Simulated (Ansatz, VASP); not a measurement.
## CdS in VASP and in Ansatz

Contents of INCAR:

```
  ALGO = Normal
  EDIFF = 1E-6
  ENCUT = 520
  GGA = PE
  ISIF = 2
  ISMEAR = 0
  LASPH = True
  LCHARG = True
  LELF = True
  LREAL = False
  LVHAR = True
  LWAVE = False
  NBANDS = 16
  NELM = 60
  PREC = Accurate
  SIGMA = 0.05
```

File KPOINTS:

```
k-points
0
Gamma
  8 8 8
```

File POSCAR:

```
CdS
1.0
    0.0000000000      3.1428000000      2.6772000000
    3.1428000000      0.0000000000      2.6772000000
    3.1428000000      3.1428000000      0.0000000000
Cd S
1 1
Direct
    0.0000000000      0.0000000000      0.0000000000
    0.7500000000      0.7500000000      0.7500000000
```

Input for Ansatz:

```yaml
crystal:
  lattice:
    - [0.0, 3.1428, 2.6772]
    - [3.1428, 0.0, 2.6772]
    - [3.1428, 3.1428, 0.0]
  atoms:
    - { symbol: Cd, position: [0.0, 0.0, 0.0] }
    - { symbol: S, position: [0.75, 0.75, 0.75] }
basis:
  ecutwfc: 420
kpoints:
  mp_grid: { grid: [8, 8, 8] }
hamiltonian:
  xc: pbe
scf:
  occupations: { method: gaussian, width: 0.05 }
output:
  forces: true
  stress: true
  eigenvalues: true
```

Change from the starting cell: strain +0.080 along x and y, -0.080 along z, atoms carried along.

Alike in both runs: task single point; functional PBE; k mesh 8 × 8 × 8; occupations gaussian, width 0.05 eV; no spin polarisation.

|  | VASP | Ansatz |
| --- | --- | --- |
| version | VASP 6.6.1 | Ansatz 0.2.0 |
| potentials or method | VASP PAW PBE potentials, release 64 (Cd, S), cutoff 520 eV | scalar-relativistic, plane waves, PAW |
| valence electrons in the cell | 18 | 26 |

|  | VASP | Ansatz | Ansatz less VASP |
| --- | --- | --- | --- |
| gap on the k mesh at the Fermi level (eV) | 0.74 | 0.74 | -0.003 |
| least direct gap on the mesh (eV) | 0.74 | 0.74 | -0.003 |
| pressure (GPa) | -1.2 | -1.4 | -0.25 |
| traceless stress, the component that is largest in VASP (GPa) | 1.63 | 1.67 | +0.038 |

VASP's potentials hold 18 valence electrons a cell and Ansatz's 26, so a difference there can come from the potentials and not from the codes.
